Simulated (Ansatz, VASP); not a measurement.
**One calculation of Mg, two programs**

```xyz
2
Lattice="0.0000 3.3398 3.3398 3.3398 0.0000 3.3398 3.3398 3.3398 0.0000" Properties=species:S:1:pos:R:3 pbc="T T T"
Mg    0.8349    0.8349    0.8349
Mg    5.8446    5.8446    5.8446
```

Alike in both runs: task single point; functional RPBE; k mesh 9 × 9 × 9; occupations fermi-dirac, width 0.1 eV; no spin polarisation.

```csv
,VASP,Ansatz
version,VASP 6.6.1,Ansatz 0.2.0
potentials or method,"VASP PAW PBE potentials, release 64 (Mg), cutoff 520 eV","plane waves (420 eV) with PAW, scalar-relativistic"
valence electrons in the cell,4,20
```

|  | VASP | Ansatz | Ansatz less VASP |
| --- | --- | --- | --- |
| pressure (GPa) | 1.6 | 1.6 | +0.05 |

VASP's potentials were made for PBE, not for RPBE. VASP's potentials hold 4 valence electrons a cell and Ansatz's 20, so a difference there can come from the potentials and not from the codes.
